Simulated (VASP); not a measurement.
# Lu2AlN2 (I4/mmm) in VASP: single point with r2SCAN

Aim: the single point of Lu2AlN2 with r2SCAN.

Everything below comes from runs of VASP 6.6.1. Logs are shortened: lines on timing, memory, paths and dates and some standing lists are left out, and cuts for length are marked.

## (1) The cell of the first run

It takes space group I4/mmm (No. 139, tetragonal). The conventional cell has a = 4.088 Å, b = 4.088 Å, c = 10.965 Å, α = 90.00°, β = 90.00°, γ = 90.00°. Lu (site symmetry 4mm) has 4 N at 2.19 Å within 2.9 Å. Al (site symmetry 4/mmm) has 8 N at 3.42 Å and 10 Lu at 3.48 to 3.54 Å and 4 Al at 4.09 Å within 4.5 Å. N (site symmetry -4m2) has 4 Lu at 2.19 Å and 4 N at 2.89 Å within 2.9 Å.

## (2) Single point, r2SCAN

POSCAR

```
Lu2AlN2
1.0
    0.0000000000      4.0882907497     -0.0000001742
    4.0882907497      0.0000000000     -0.0000001742
    2.0441451412      2.0441451412     -5.4823873526
Lu Al N
2 1 2
Direct
    0.3228035820      0.3228035820      0.3543928360
    0.6771964180      0.6771964180      0.6456071640
    0.0000000000      0.0000000000      0.0000000000
    0.2500000000      0.7500000000      0.5000000000
    0.7500000000      0.2500000000      0.5000000000
```

INCAR.step1

```
SYSTEM = Lu2AlN2
PREC = Accurate
ENCUT = 520
ISMEAR = -1
SIGMA = 0.1
LREAL = .FALSE.
LASPH = .TRUE.
NELM = 100
NBANDS = 40
GGA = PE
ALGO = Normal
EDIFF = 1E-4
LWAVE = .TRUE.
LCHARG = .FALSE.
```

INCAR.step2

```
SYSTEM = Lu2AlN2
PREC = Accurate
ENCUT = 520
EDIFF = 1E-6
ISMEAR = -1
SIGMA = 0.1
LREAL = .FALSE.
LASPH = .TRUE.
NELM = 100
ALGO = Normal
ISIF = 2
LWAVE = .FALSE.
LCHARG = .FALSE.
METAGGA = R2SCAN
LMIXTAU = .TRUE.
NBANDS = 40
ISTART = 1
```

KPOINTS

```
Automatic mesh
0
G
  7 7 7
  0 0 0
```

Potentials or basis: VASP PAW PBE potentials, release 64 (Lu, Al, N).

Launch:

```bash
$ cat potpaw_PBE.64/Lu/POTCAR potpaw_PBE.64/Al/POTCAR potpaw_PBE.64/N/POTCAR > POTCAR
$ cp INCAR.step1 INCAR
$ mpirun -np 1 vasp_std > vasp.out
$ cp INCAR.step2 INCAR
$ mpirun -np 1 vasp_std > vasp.out
```

OUTCAR:

```text
SYSTEM = Lu2AlN2
   PREC = Accurate
   ENCUT = 520
   EDIFF = 1E-6
   ISMEAR = -1
   LREAL = .FALSE.
   LASPH = .TRUE.
   NELM = 100
   ISIF = 2
   METAGGA = R2SCAN
   ISTART = 1

 ion  position               nearest neighbor table
   1  0.323  0.323  0.354-   4 2.19   5 2.19   4 2.19   5 2.19   2 3.30   2 3.30   2 3.30   2 3.30
                             3 3.48   3 3.48   3 3.48   3 3.48   3 3.54
   2  0.677  0.677  0.646-   4 2.19   5 2.19   4 2.19   5 2.19   1 3.30   1 3.30   1 3.30   1 3.30
                             3 3.48   3 3.48   3 3.48   3 3.48   3 3.54
   3  0.000  0.000  0.000-   1 3.48   2 3.48   2 3.48   2 3.48   1 3.48   1 3.48   2 3.48   1 3.48
                             1 3.54   2 3.54
   4  0.250  0.750  0.500-   1 2.19   2 2.19   1 2.19   2 2.19
   5  0.750  0.250  0.500-   1 2.19   2 2.19   1 2.19   2 2.19

  LATTYP: Found a body centered tetragonal cell.
 ALAT       =     4.0882907497
 C/A-ratio  =     2.6819947572

  Lattice vectors:

 A1 = (  -2.0441451412,   2.0441456085,   5.4823871784)
 A2 = (   2.0441456085,  -2.0441451412,   5.4823871784)
 A3 = (   2.0441451412,   2.0441451412,  -5.4823873526)

Analysis of symmetry for initial positions (statically):
=====================================================================
 Subroutine PRICEL returns:
 Original cell was already a primitive cell.

 Routine SETGRP: Setting up the symmetry group for a
 body centered tetragonal supercell.

 Subroutine GETGRP returns: Found 16 space group operations
 (whereof 16 operations were pure point group operations)
 out of a pool of 16 trial point group operations.

The static configuration has the point symmetry D_4h.

Analysis of symmetry for dynamics (positions and initial velocities):
=====================================================================
 Subroutine PRICEL returns:
 Original cell was already a primitive cell.

 Routine SETGRP: Setting up the symmetry group for a
 body centered tetragonal supercell.

 Subroutine GETGRP returns: Found 16 space group operations
 (whereof 16 operations were pure point group operations)
 out of a pool of 16 trial point group operations.

The dynamic configuration has the point symmetry D_4h.

 Subroutine INISYM returns: Found 16 space group operations
 (whereof 16 operations are pure point group operations),
 and found     1 'primitive' translations

----------------------------------------------------------------------------------------

                                     Primitive cell

  volume of cell :      91.6333

  direct lattice vectors                    reciprocal lattice vectors
     0.000000000  4.088290750 -0.000000174     0.000000004  0.244601002  0.091201137
     4.088290750  0.000000000 -0.000000174     0.244601002  0.000000004  0.091201137
     2.044145141  2.044145141 -5.482387353    -0.000000008 -0.000000008 -0.182402294

  length of vectors
     4.088290750  4.088290750  6.197873006     0.261050374  0.261050374  0.182402294

  position of ions in fractional coordinates (direct lattice)
     0.322803582  0.322803582  0.354392836
     0.677196418  0.677196418  0.645607164
     0.000000000  0.000000000  0.000000000
     0.250000000  0.750000000  0.500000000
     0.750000000  0.250000000  0.500000000

  ion indices of the primitive-cell ions
   primitive index   ion index
                 1           1
                 2           2
                 3           3
                 4           4
                 5           5

----------------------------------------------------------------------------------------

 KPOINTS: Automatic mesh

Automatic generation of k-mesh.
 Grid dimensions read from file:
 generate k-points for:    7    7    7

 Generating k-lattice:

  Cartesian coordinates                     Fractional coordinates (reciprocal lattice)
     0.000000001  0.034943000  0.013028734     0.142857143  0.000000000 -0.000000000
     0.034943000  0.000000001  0.013028734     0.000000000  0.142857143 -0.000000000
    -0.000000001 -0.000000001 -0.026057471     0.000000000  0.000000000  0.142857143

  Length of vectors
     0.037292911  0.037292911  0.026057471

  Shift w.r.t. Gamma in fractional coordinates (k-lattice)
     0.000000000  0.000000000  0.000000000

 Subroutine IBZKPT returns following result:
 ===========================================

 Found     40 irreducible k-points:

 Following reciprocal coordinates:
            Coordinates               Weight
  0.000000  0.000000  0.000000      1.000000
  0.142857  0.000000  0.000000      8.000000
  0.285714  0.000000  0.000000      8.000000
  0.428571  0.000000  0.000000      8.000000
  0.142857  0.142857  0.000000      8.000000
  0.285714  0.142857  0.000000     16.000000
[... 16 lines left out ...]
  0.285714  0.285714  0.142857      8.000000
  0.428571  0.285714  0.142857     16.000000
 [... further k-points ...]
   k-points           NKPTS =     40   k-points in BZ     NKDIM =     40   number of bands    NBANDS=     40
   number of dos      NEDOS =    301   number of ions     NIONS =      5
   total plane-waves  NPLWV =  43200
   dimension x,y,z NGX =    30 NGY =   30 NGZ =   48
   dimension x,y,z NGXF=    60 NGYF=   60 NGZF=   96
   ions per type =               2   1   2
   NGX,Y,Z   is equivalent  to a cutoff of  12.20, 12.20, 12.88 a.u.
   NGXF,Y,Z  is equivalent  to a cutoff of  24.40, 24.40, 25.75 a.u.
 SYSTEM =  Lu2AlN2
   PREC   = accura    normal or accurate (medium, high low for compatibility)
   ISTART =      1    job   : 0-new  1-cont  2-samecut
   ICHARG =      0    charge: 1-file 2-atom 10-const
   ISPIN  =      1    spin polarized calculation?
   LNONCOLLINEAR =      F non collinear calculations
   LSORBIT =      F    spin-orbit coupling
   LASPH  =      T    aspherical Exc in radial PAW
   ENCUT  =  520.0 eV  38.22 Ry    6.18 a.u.   7.60  7.60 11.52*2*pi/ulx,y,z
   NELM   =    100;   NELMIN=  2; NELMDL=  0     # of ELM steps
   EDIFF  = 0.1E-05   stopping-criterion for ELM
   LREAL  =      F    real-space projection
   EDIFFG = 0.1E-04   stopping-criterion for IOM
   NSW    =      0    number of steps for IOM
   IBRION =     -1    ionic relax: 0-MD 1-quasi-New 2-CG
   NFREE  =      0    steps in history (QN), initial steepest desc. (CG)
   ISIF   =      2    stress and relaxation
   ISYM   =      2    0-nonsym 1-usesym 2-fastsym
   POTIM  = 0.5000    time-step for ionic-motion
   TEBEG  =    0.0;   TEEND  =   0.0 temperature during run
   PSTRESS=    0.0 pullay stress
   NELECT =      63.0000    total number of electrons
   NUPDOWN=      -1.0000    fix difference up-down
   EMIN   =  10.00;   EMAX   =-10.00  energy-range for DOS
   EFERMI =   0.00;   METHOD = LEGACY
   ISMEAR =    -1;   SIGMA  =   0.10  broadening in eV -4-tet -1-fermi 0-gaus
   EFERMI_NEDOS =   21; number of points for ismear=-14 and -15
   IALGO  =     38    algorithm
   IMIX   =      4    mixing-type and parameters
     AMIX     =   0.40;   BMIX     =  1.00
     AMIX_MAG =   1.60;   BMIX_MAG =  1.00
  volume/ion in A,a.u.               =      18.33       123.67
  Fermi-wavevector in a.u.,A,eV,Ry     =   1.444898  2.730462 28.405304  2.087731
  Thomas-Fermi vector in A             =   2.563141
   LORBIT       =      0    0 simple, 1 ext, 2 COOP (PROOUT), +10 PAW based schemes
   METAGGA = R2SCAN    functional components
   LHFCALC =     F    Hartree Fock is set to
   AEXX    =    0.0000 exact exchange contribution
   IVDW    =     0    specifies the selected vdW correction
   LEPSILON=     F    determine dielectric tensor
   LRPA    =     F    only Hartree local field effects (RPA)
 non-spin polarized calculation
  energy-cutoff  :      520.00
  volume of cell :       91.63
 maximum number of plane-waves:      2485
   NGX = 15   NGY = 15   NGZ = 23

 number of electron      62.9999993 magnetization

 Free energy of the ion-electron system (eV)
  ---------------------------------------------------
  ext. energy  EPLUGINS =         0.00000000
  ---------------------------------------------------
  free energy    TOTEN  =      -105.24365634 eV

  energy without entropy =     -105.16336481  energy(sigma->0) =     -105.20351057

 E-fermi :   2.6732     XC(G=0): -11.1978

 val. band max:        2.6698681866   @ k =  -0.1429   0.4286   0.1429
 cond. band min:       2.6771253103   @ k =  -0.2857   0.2857   0.0000
 fundamental gap:      0.0072571237
 Fermi energy:         2.6732227865

 k-point     1 :       0.0000    0.0000    0.0000
  band No.  band energies     occupation
      1     -53.4619      2.00000
      2     -53.4157      2.00000
      3     -23.8893      2.00000
      4     -23.6621      2.00000
      5     -23.6620      2.00000
      6     -23.6199      2.00000
[... 32 lines left out ...]
     39       9.3400      0.00000
     40       9.7420      0.00000

 k-point     2 :       0.1429    0.0000    0.0000
  band No.  band energies     occupation
      1     -53.4594      2.00000
      2     -53.4177      2.00000
      3     -23.8938      2.00000
      4     -23.7340      2.00000
      5     -23.6455      2.00000
      6     -23.5710      2.00000
[... 32 lines left out ...]
     39       9.4743      0.00000
     40       9.5461      0.00000

 k-point     3 :       0.2857    0.0000    0.0000
  band No.  band energies     occupation
      1     -53.4523      2.00000
      2     -53.4235      2.00000
      3     -23.9067      2.00000
      4     -23.8252      2.00000
      5     -23.5995      2.00000
      6     -23.5301      2.00000
[... 32 lines left out ...]
     39       9.1209      0.00000
     40       9.1950      0.00000

 k-point     4 :       0.4286    0.0000    0.0000
  band No.  band energies     occupation
      1     -53.4425      2.00000
      2     -53.4322      2.00000
      3     -23.9184      2.00000
      4     -23.8867      2.00000
      5     -23.5343      2.00000
      6     -23.5034      2.00000
[... 32 lines left out ...]
     39       8.9382      0.00000
     40       9.3860      0.00000
[... 772 lines left out ...]
     39       9.3487      0.00000
     40       9.6472      0.00000

 k-point    23 :       0.2857    0.2857    0.1429
  band No.  band energies     occupation
      1     -53.4461      2.00000
      2     -53.4278      2.00000
      3     -23.9256      2.00000
      4     -23.8462      2.00000
      5     -23.7354      2.00000
      6     -23.5970      2.00000
[... 32 lines left out ...]
     39       9.1338      0.00000
     40       9.7563      0.00000

 k-point    24 :       0.4286    0.2857    0.1429
  band No.  band energies     occupation
      1     -53.4397      2.00000
      2     -53.4331      2.00000
      3     -23.9342      2.00000
      4     -23.9088      2.00000
      5     -23.7151      2.00000
      6     -23.6598      2.00000
[... 32 lines left out ...]
     39       9.1953      0.00000
     40      10.0450      0.00000

 [... further k-points ...]
[... 5 lines left out ...]
  --------------------------------------------------------------------------------------
  -------------------------------------------------------------------------------------
  Total        0.8396246      0.8396246      0.1967355      0.0000000     -0.0000000     -0.0000000
  in kB       14.6805555     14.6805555      3.4398550      0.0000000     -0.0000005     -0.0000005
  external PRESSURE =      10.9336554 kB  Pullay stress =       0.0000000 kB

 VOLUME and BASIS-vectors are now :
 -----------------------------------------------------------------------------
  energy-cutoff  :      520.00
  volume of cell :       91.63
      direct lattice vectors                 reciprocal lattice vectors
     0.000000000  4.088290750 -0.000000174     0.000000004  0.244601002  0.091201137
     4.088290750  0.000000000 -0.000000174     0.244601002  0.000000004  0.091201137
     2.044145141  2.044145141 -5.482387353    -0.000000008 -0.000000008 -0.182402294

 POSITION                                       TOTAL-FORCE (eV/Angst)
 -----------------------------------------------------------------------------------
      2.04415      2.04415     -1.94292         0.000000      0.000000      0.187546
      4.08829      4.08829     -3.53947        -0.000000     -0.000000     -0.187546
      0.00000      0.00000      0.00000        -0.000000      0.000000     -0.000000
      4.08829      2.04415     -2.74119         0.000000      0.000000     -0.000000
      2.04415      4.08829     -2.74119        -0.000000     -0.000000     -0.000000
 -----------------------------------------------------------------------------------
    total drift:                               -0.000000      0.000000      0.000000

  FREE ENERGIE OF THE ION-ELECTRON SYSTEM (eV)
  ---------------------------------------------------
  free  energy   TOTEN  =      -105.2436563410 eV

  energy  without entropy=     -105.1633648051  energy(sigma->0) =     -105.20351057
```

Run time: 8.7 min. Hardware: 1 thread of Intel Xeon Platinum 8259CL at 2.50GHz (Skylake/Cascade Lake), shared host; peak memory 0.3 GiB.

What came out:

* Free energy: -105.2437 eV
* Pressure: 1.1 GPa
* Largest force: 0.188 eV/Å
* Band gap on the k mesh: zero (an odd number of electrons rules out a gap without spin polarisation)

Forces in eV/Å, atoms in the order of the input:
```
Lu   0.000  0.000  0.188
Lu   0.000  0.000 -0.188
Al   0.000  0.000  0.000
N    0.000  0.000  0.000
N    0.000  0.000  0.000
```

Stress tensor (GPa, compression positive):
```
1.47 0.00 0.00
0.00 1.47 0.00
0.00 0.00 0.34
```

Levels at points of the mesh, in eV from the Fermi level:
| k point | band 27 | band 28 | band 29 | band 30 | band 31 | band 32 | band 33 | band 34 | band 35 | band 36 |
| --- | --- | --- | --- | --- | --- | --- | --- | --- | --- | --- |
| (0.00, 0.00, 0.00) | -2.70 | -2.70 | -2.36 | -0.52 | -0.52 | 2.59 | 2.59 | 3.40 | 3.57 | 3.97 |

Caveat: the PAW data sets were made with another functional, which shifts forces and pressure a little; spin-orbit coupling is left out, which moves the levels of the heavy elements.
